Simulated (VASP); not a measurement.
Set up this calculation in VASP 6.6.1, as the native input.

```
Task                   : relaxation of cell and atoms
Functional             : LDA
Potentials or basis    : VASP PAW LDA potentials, release 64 (Ca_sv, O)
Cutoff                 : 600 eV
k mesh                 : 12 × 12 × 12
Occupations            : gaussian, width 0.02 eV
Spin                   : no spin polarisation
Dipole correction      : no
Further INCAR settings : ALGO = Normal; EDIFF = 1e-07; IBRION = 2; EDIFFG = -0.002; NSW = 100; ISIF = 3
```

The structure of CaO lies in POSCAR:

```
CaO
1.0
    0.0000000000      2.3557358099      2.3557358099
    2.3557358099      0.0000000000      2.3557358099
    2.3557358099      2.3557358099      0.0000000000
Ca O
1 1
Direct
    0.0000000000      0.0000000000      0.0000000000
    0.5000000000      0.5000000000      0.5000000000
```

The input as run:

INCAR

```
SYSTEM = CaO
PREC = Accurate
ENCUT = 600
EDIFF = 1E-7
ISMEAR = 0
SIGMA = 0.02
LREAL = .FALSE.
LASPH = .TRUE.
NELM = 80
ALGO = Normal
ISIF = 3
LWAVE = .FALSE.
LCHARG = .FALSE.
IBRION = 2
NSW = 100
EDIFFG = -0.002
```

KPOINTS

```
regular mesh
0
G
  12 12 12
  0 0 0
```

Potentials or basis: VASP PAW LDA potentials, release 64 (Ca_sv, O).

Command:

```console
$ cat potpaw_LDA.64/Ca_sv/POTCAR potpaw_LDA.64/O/POTCAR > POTCAR
$ mpirun -np 1 vasp_std > vasp.out
```

Results of the run:

```
Relaxed volume                        : 13.13 Å³/atom
Relaxed cell                          : a = 3.336 Å, b = 3.336 Å, c = 3.336 Å, α = 60.00°, β = 60.00°, γ = 60.00°
Space group after relaxing (to 0.1 Å) : Fm-3m (No. 225)
Energy gained by relaxing             : 0.1 meV/atom
Ionic steps                           : 3
Pressure after relaxing               : 0.0 GPa
Band gap on the k mesh                : 3.43 eV (least direct gap 3.79 eV)
```

It took 39 s on 1 thread of AMD EPYC 9R45 96-Core Processor (Zen 5) (shared host), peak memory 0.14 GiB.
